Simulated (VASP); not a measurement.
# CdTe (F-43m) in VASP: G0W0 quasiparticle levels with PBE

Aim: the G0W0 quasiparticle levels of CdTe with PBE.

All numbers are computed with VASP 6.6.1; they aren't measurements. Logs are shortened: lines on timing, memory, paths and dates and some standing lists are left out, and cuts for length are marked.

### Step 1. The cell of the first run

The structure is cubic, space group F-43m (No. 216). Conventional cell: a = 6.560 Å, b = 6.560 Å, c = 6.560 Å, α = 90.00°, β = 90.00°, γ = 90.00°. Within 3.7 Å of Cd (site symmetry -43m) lie 4 Te at 2.84 Å. Te (site symmetry -43m) has 4 Cd at 2.84 Å within 3.7 Å.

### Step 2. G0W0 quasiparticle levels, PBE

POSCAR

```
CdTe
1.0
    0.0000000000      3.2799400819      3.2799400819
    3.2799400819      0.0000000000      3.2799400819
    3.2799400819      3.2799400819      0.0000000000
Cd Te
1 1
Direct
    0.0000000000      0.0000000000      0.0000000000
    0.2500000000      0.2500000000      0.2500000000
```

INCAR.step1

```
SYSTEM = CdTe
  ALGO = Normal
  EDIFF = 1E-8
  ENCUT = 500
  GGA = PE
  ISMEAR = 0
  LASPH = .TRUE.
  LCHARG = .FALSE.
  LREAL = .FALSE.
  LWAVE = .TRUE.
  NELM = 80
  PREC = Accurate
  SIGMA = 0.01
```

INCAR.step2

```
SYSTEM = CdTe
  ALGO = Exact
  EDIFF = 1E-8
  ENCUT = 500
  GGA = PE
  ISMEAR = 0
  ISTART = 1
  LASPH = .TRUE.
  LCHARG = .FALSE.
  LOPTICS = .TRUE.
  LREAL = .FALSE.
  LWAVE = .TRUE.
  NBANDS = 123
  NELM = 1
  PREC = Accurate
  SIGMA = 0.01
```

INCAR.step3

```
SYSTEM = CdTe
  ALGO = EVGW0
  EDIFF = 1E-8
  ENCUT = 500
  ENCUTGW = 80.0
  GGA = PE
  ISMEAR = 0
  ISTART = 1
  LASPH = .TRUE.
  LCHARG = .FALSE.
  LREAL = .FALSE.
  LWAVE = .FALSE.
  NBANDS = 123
  NBANDSGW = 17
  NELMGW = 1
  NOMEGA = 96
  OMEGAMAX = 20
  PREC = Accurate
  PRECFOCK = Fast
  SIGMA = 0.01
```

KPOINTS

```
k-points
0
G
  8 8 8
  0 0 0
```

Potentials or basis: VASP PAW PBE potentials, release 64 (Cd_GW, Te_GW).

Run with:

```bash
cat potpaw_PBE.64/Cd_GW/POTCAR potpaw_PBE.64/Te_GW/POTCAR > POTCAR
cp INCAR.step1 INCAR
mpirun -np 1 vasp_std > vasp.out
cp INCAR.step2 INCAR
mpirun -np 1 vasp_std > vasp.out
cp INCAR.step3 INCAR
mpirun -np 1 vasp_std > vasp.out
```

OUTCAR:

```text
SYSTEM = CdTe
   EDIFF = 1E-8
   ENCUT = 500
   ENCUTGW = 80.0
   GGA = PE
   ISMEAR = 0
   ISTART = 1
   LASPH = .TRUE.
   LREAL = .FALSE.
   NELMGW = 1
   PREC = Accurate
   PRECFOCK = Fast

 ion  position               nearest neighbor table
   1  0.000  0.000  0.000-   2 2.84   2 2.84   2 2.84   2 2.84
   2  0.250  0.250  0.250-   1 2.84   1 2.84   1 2.84   1 2.84

  LATTYP: Found a face centered cubic cell.
 ALAT       =     6.5598801638

  Lattice vectors:

 A1 = (   0.0000000000,   3.2799400819,   3.2799400819)
 A2 = (   3.2799400819,   0.0000000000,   3.2799400819)
 A3 = (   3.2799400819,   3.2799400819,   0.0000000000)

Analysis of symmetry for initial positions (statically):
=====================================================================
 Subroutine PRICEL returns:
 Original cell was already a primitive cell.

 Routine SETGRP: Setting up the symmetry group for a
 face centered cubic supercell.

 Subroutine GETGRP returns: Found 24 space group operations
 (whereof 24 operations were pure point group operations)
 out of a pool of 48 trial point group operations.

The static configuration has the point symmetry T_d .

Analysis of symmetry for dynamics (positions and initial velocities):
=====================================================================
 Subroutine PRICEL returns:
 Original cell was already a primitive cell.

 Routine SETGRP: Setting up the symmetry group for a
 face centered cubic supercell.

 Subroutine GETGRP returns: Found 24 space group operations
 (whereof 24 operations were pure point group operations)
 out of a pool of 48 trial point group operations.

The dynamic configuration has the point symmetry T_d .

 Subroutine INISYM returns: Found 24 space group operations
 (whereof 24 operations are pure point group operations),
 and found     1 'primitive' translations

----------------------------------------------------------------------------------------

                                     Primitive cell

  volume of cell :      70.5712

  direct lattice vectors                    reciprocal lattice vectors
     0.000000000  3.279940082  3.279940082    -0.152441809  0.152441809  0.152441809
     3.279940082  0.000000000  3.279940082     0.152441809 -0.152441809  0.152441809
     3.279940082  3.279940082  0.000000000     0.152441809  0.152441809 -0.152441809

  length of vectors
     4.638535748  4.638535748  4.638535748     0.264036959  0.264036959  0.264036959

  position of ions in fractional coordinates (direct lattice)
     0.000000000  0.000000000  0.000000000
     0.250000000  0.250000000  0.250000000

  ion indices of the primitive-cell ions
   primitive index   ion index
                 1           1
                 2           2

----------------------------------------------------------------------------------------

 KPOINTS: k-points

Automatic generation of k-mesh.
 Grid dimensions read from file:
 generate k-points for:    8    8    8

 Generating k-lattice:

  Cartesian coordinates                     Fractional coordinates (reciprocal lattice)
    -0.019055226  0.019055226  0.019055226     0.125000000  0.000000000  0.000000000
     0.019055226 -0.019055226  0.019055226     0.000000000  0.125000000  0.000000000
     0.019055226  0.019055226 -0.019055226     0.000000000  0.000000000  0.125000000

  Length of vectors
     0.033004620  0.033004620  0.033004620

  Shift w.r.t. Gamma in fractional coordinates (k-lattice)
     0.000000000  0.000000000  0.000000000

 Subroutine IBZKPT returns following result:
 ===========================================

 Found     29 irreducible k-points:

 Following reciprocal coordinates:
            Coordinates               Weight
  0.000000  0.000000  0.000000      1.000000
  0.125000  0.000000  0.000000      8.000000
  0.250000  0.000000  0.000000      8.000000
  0.375000  0.000000  0.000000      8.000000
  0.500000  0.000000  0.000000      4.000000
  0.125000  0.125000  0.000000      6.000000
[... 16 lines left out ...]
  0.500000  0.250000  0.125000     48.000000
 -0.375000  0.250000  0.125000     24.000000
 [... further k-points ...]
   k-points           NKPTS =     29   k-points in BZ     NKDIM =    512   number of bands    NBANDS=    123
   number of dos      NEDOS =    301   number of ions     NIONS =      2
   total plane-waves  NPLWV =  46656
   dimension x,y,z NGX =    36 NGY =   36 NGZ =   36
   dimension x,y,z NGXF=    72 NGYF=   72 NGZF=   72
   ions per type =               1   1
   NGX,Y,Z   is equivalent  to a cutoff of  12.90, 12.90, 12.90 a.u.
   NGXF,Y,Z  is equivalent  to a cutoff of  25.80, 25.80, 25.80 a.u.
 SYSTEM =  CdTe
   PREC   = accura    normal or accurate (medium, high low for compatibility)
   ISTART =      1    job   : 0-new  1-cont  2-samecut
   ICHARG =      0    charge: 1-file 2-atom 10-const
   ISPIN  =      1    spin polarized calculation?
   LNONCOLLINEAR =      F non collinear calculations
   LSORBIT =      F    spin-orbit coupling
   LASPH  =      T    aspherical Exc in radial PAW
   ENCUT  =  500.0 eV  36.75 Ry    6.06 a.u.   8.46  8.46  8.46*2*pi/ulx,y,z
   NELM   =     60;   NELMIN=  2; NELMDL=  0     # of ELM steps
   EDIFF  = 0.1E-07   stopping-criterion for ELM
   LREAL  =      F    real-space projection
   EDIFFG = 0.1E-06   stopping-criterion for IOM
   NSW    =      0    number of steps for IOM
   IBRION =     -1    ionic relax: 0-MD 1-quasi-New 2-CG
   NFREE  =      0    steps in history (QN), initial steepest desc. (CG)
   ISIF   =      0    stress and relaxation
   ISYM   =      3    0-nonsym 1-usesym 2-fastsym
   POTIM  = 0.5000    time-step for ionic-motion
   TEBEG  =    0.0;   TEEND  =   0.0 temperature during run
   PSTRESS=    0.0 pullay stress
   NELECT =      18.0000    total number of electrons
   NUPDOWN=      -1.0000    fix difference up-down
   EMIN   =  10.00;   EMAX   =-10.00  energy-range for DOS
   EFERMI =   0.00;   METHOD = LEGACY
   ISMEAR =     0;   SIGMA  =   0.01  broadening in eV -4-tet -1-fermi 0-gaus
   EFERMI_NEDOS =   21; number of points for ismear=-14 and -15
   IALGO  =     38    algorithm
   IMIX   =      4    mixing-type and parameters
     AMIX     =   0.40;   BMIX     =  1.00
     AMIX_MAG =   1.60;   BMIX_MAG =  1.00
  volume/ion in A,a.u.               =      35.29       238.12
  Fermi-wavevector in a.u.,A,eV,Ry     =   1.038221  1.961953 14.665755  1.077903
  Thomas-Fermi vector in A             =   2.172695
   LORBIT       =      0    0 simple, 1 ext, 2 COOP (PROOUT), +10 PAW based schemes
   GGA     = PE    functional components
   LHFCALC =     T    Hartree Fock is set to
   PRECFOCK=fast      Normal, Fast or Accurate (Low or Medium for compatibility)
   ENCUT4O =  -1.0   cutoff for four orbital integrals eV
   NKREDX  =     1    reduce k-point grid by
   NKREDY  =     1    reduce k-point grid by
   NKREDZ  =     1    reduce k-point grid by
   AEXX    =    1.0000 exact exchange contribution
   HFSCREEN=    0.0000 screening length (either q_TF or 0.3 A-1)
   HFSCREENC=   0.0000 screening length for correlation (either q_TF or 0.3 A-1)
   ENCUTFOCK=  -1.0 apply spherical cutoff to Coloumb kernel
   IVDW    =     0    specifies the selected vdW correction
   LEPSILON=     F    determine dielectric tensor
   LRPA    =     F    only Hartree local field effects (RPA)
   LRPAFORCE           =     F    calculate RPA forces
   ENCUTGW             =  80.0    cutoff for response function in eV
   ENCUTGWSOFT         =  64.0    soft cutoff for Coulomb kernel in GW response function in eV
   ENCUTLF             =  -1.0    cutoff for local field effects
   NELMGW              =     1    number of iterations in solving QP/BSE equation
   NELMHF              =     1    number of iterations in the inner HF iteration
   NKREDLFX            =     1    NKREDLFY  =   1   NKREDLFZ  =   1
 non-spin polarized calculation
 Gauss-broadening in eV      SIGMA  =   0.01
  energy-cutoff  :      500.00
  volume of cell :       70.57
 maximum number of plane-waves:      1812
 NGX is ok and might be reduce to    36
  NGX = 20; NGY = 20; NGZ = 20
   NGX = 17   NGY = 17   NGZ = 17
 maximum number of plane-waves:       125
 NGX is ok and might be reduce to    18

 QP shifts <psi_nk| G(iteration)W_0 |psi_nk>: iteration 1
 for sc-GW calculations column KS-energies equals QP-energies in previous step
 and V_xc(KS)=  KS-energies - (<T + V_ion + V_H > + <T+V_H+V_ion>^1  + <V_x>^1)

 k-point   1 :       0.0000    0.0000    0.0000
  band No.  KS-energies  QP-energies   sigma(KS)   V_xc(KS)     V^pw_x(r,r')   Z            occupation Imag(sigma)

      1      -8.0140      -8.1831     -11.1707     -10.8998     -17.1875       0.6243       2.0000       0.9037
      2      -5.2133      -6.7009     -17.4287     -15.2575     -22.9830       0.6852       2.0000       0.1500
      3      -5.2133      -6.7009     -17.4287     -15.2575     -22.9830       0.6852       2.0000       0.1500
      4      -5.2133      -6.7009     -17.4287     -15.2575     -22.9830       0.6852       2.0000       0.1500
      5      -4.9787      -6.5215     -17.7358     -15.4964     -23.2227       0.6889       2.0000       0.0978
      6      -4.9787      -6.5215     -17.7358     -15.4964     -23.2227       0.6889       2.0000       0.0978
[... 9 lines left out ...]
     16      12.3557      12.5525      -8.5091      -8.7721      -3.8761       0.7482       0.0000      -0.2674
     17      13.0230      12.9487      -6.7693      -6.6694      -1.9088       0.7445       0.0000      -0.2898

 k-point   2 :       0.1250    0.0000    0.0000
  band No.  KS-energies  QP-energies   sigma(KS)   V_xc(KS)     V^pw_x(r,r')   Z            occupation Imag(sigma)

      1      -7.9604      -8.1402     -11.2660     -10.9792     -17.2551       0.6271       2.0000       0.8932
      2      -5.2033      -6.6922     -17.4444     -15.2717     -22.9988       0.6853       2.0000       0.1490
      3      -5.2033      -6.6922     -17.4444     -15.2717     -22.9988       0.6853       2.0000       0.1490
      4      -5.1694      -6.6469     -17.3542     -15.2026     -22.8918       0.6867       2.0000       0.1569
      5      -4.9795      -6.5199     -17.7330     -15.4945     -23.2212       0.6881       2.0000       0.0981
      6      -4.9795      -6.5199     -17.7330     -15.4945     -23.2212       0.6881       2.0000       0.0981
[... 9 lines left out ...]
     16      11.6373      11.7175      -7.8168      -7.9236      -3.3045       0.7508       0.0000      -0.2273
     17      12.6213      12.5083      -6.6435      -6.4932      -1.8820       0.7516       0.0000      -0.2871

 k-point   3 :       0.2500    0.0000    0.0000
  band No.  KS-energies  QP-energies   sigma(KS)   V_xc(KS)     V^pw_x(r,r')   Z            occupation Imag(sigma)
[... 421 lines left out ...]
      1      -7.6360      -7.9094     -12.0408     -11.6162     -17.8866       0.6438       2.0000       0.8057
      2      -5.1382      -6.6401     -17.5380     -15.3520     -23.0865       0.6871       2.0000       0.1409
      3      -5.1291      -6.6312     -17.5517     -15.3659     -23.1006       0.6872       2.0000       0.1404
      4      -5.0023      -6.5320     -17.6654     -15.4378     -23.1578       0.6867       2.0000       0.1060
      5      -4.9697      -6.5100     -17.7458     -15.5113     -23.2445       0.6893       2.0000       0.0997
      6      -4.6884      -6.0496     -17.0503     -15.0803     -22.4507       0.6910       2.0000       0.1873
[... 9 lines left out ...]
     16      13.5860      13.6251      -7.3253      -7.3770      -2.4161       0.7557       0.0000      -0.3674
     17      14.2864      14.5852      -8.8619      -9.2617      -3.5719       0.7474       0.0000      -0.5324

 k-point  24 :      -0.3750    0.2500    0.1250
  band No.  KS-energies  QP-energies   sigma(KS)   V_xc(KS)     V^pw_x(r,r')   Z            occupation Imag(sigma)

      1      -7.5956      -7.8864     -12.1692     -11.7194     -18.0010       0.6464       2.0000       0.7894
      2      -5.1334      -6.6377     -17.5380     -15.3488     -23.0816       0.6872       2.0000       0.1393
      3      -5.1227      -6.6251     -17.5644     -15.3783     -23.1148       0.6873       2.0000       0.1398
      4      -4.9921      -6.5267     -17.7039     -15.4716     -23.2009       0.6874       2.0000       0.1039
      5      -4.9735      -6.5103     -17.7389     -15.5054     -23.2384       0.6881       2.0000       0.1004
      6      -4.5684      -5.9097     -17.0977     -15.1609     -22.4768       0.6925       2.0000       0.1861
[... 9 lines left out ...]
     16      13.4921      13.6231      -7.9685      -8.1442      -2.8565       0.7460       0.0000      -0.4026
     17      14.1199      14.4356      -8.8451      -9.2644      -3.6345       0.7531       0.0000      -0.5259

 [... further k-points ...]
```

It took 65 min on 1 thread of Intel Xeon 6975P-C (Granite Rapids), shared host; peak memory 2.9 GiB.

Results:

```yaml
Quasiparticle_gap: 1.40 eV
Least_direct_quasiparticle_gap: 1.40 eV
Band_gap_of_the_starting_levels_on_the_mesh: 0.66 eV
Least_direct_gap_of_the_starting_levels_on_the_mesh: 0.66 eV
```

Caveat: bands, screening cutoff and mesh are small and nothing is extrapolated, so the quasiparticle values aren't converged; spin-orbit coupling is left out, which moves the levels of the heavy elements.
